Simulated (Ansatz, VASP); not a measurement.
# One calculation of Al3O2, two programs

```
Al O
1.0
     3.64551    0.00000    0.00000
     0.00000    3.64551    0.00000
     0.00000    0.00000    5.14364
Al O
3 2
Direct
  0.50000 0.00000 0.00000
  0.00000 0.50000 0.00000
  0.50000 0.50000 0.50000
  0.00000 0.00000 0.50000
  0.00000 0.00000 0.00000
```

Alike in both runs: functional PBE; k mesh 10 × 10 × 8; occupations gaussian, width 0.1 eV; no spin polarisation.

Ansatz relaxed the structure, and its values are those at the end. VASP's run is a single point on that final structure, the one shown.

```csv
,VASP,Ansatz
version,VASP 6.6.1,Ansatz 0.2.0
potentials or method,"VASP PAW PBE potentials, release 64 (Al, O), cutoff 520 eV","scalar-relativistic, plane waves, PAW"
valence electrons in the cell,21,21
```

VASP gave:

| Quantity | Value |
| --- | --- |
| gap on the k mesh at the Fermi level (eV) | none |
| pressure (GPa) | -0.1 |

Question: Estimate Ansatz's values.

Answer: gap on the k mesh at the Fermi level (eV): none; pressure (GPa): 0.0.

A gap of «none» marks a metal or a gap that the smearing closes. The functional is the same, so the differences come from potentials, cutoffs and numerics.
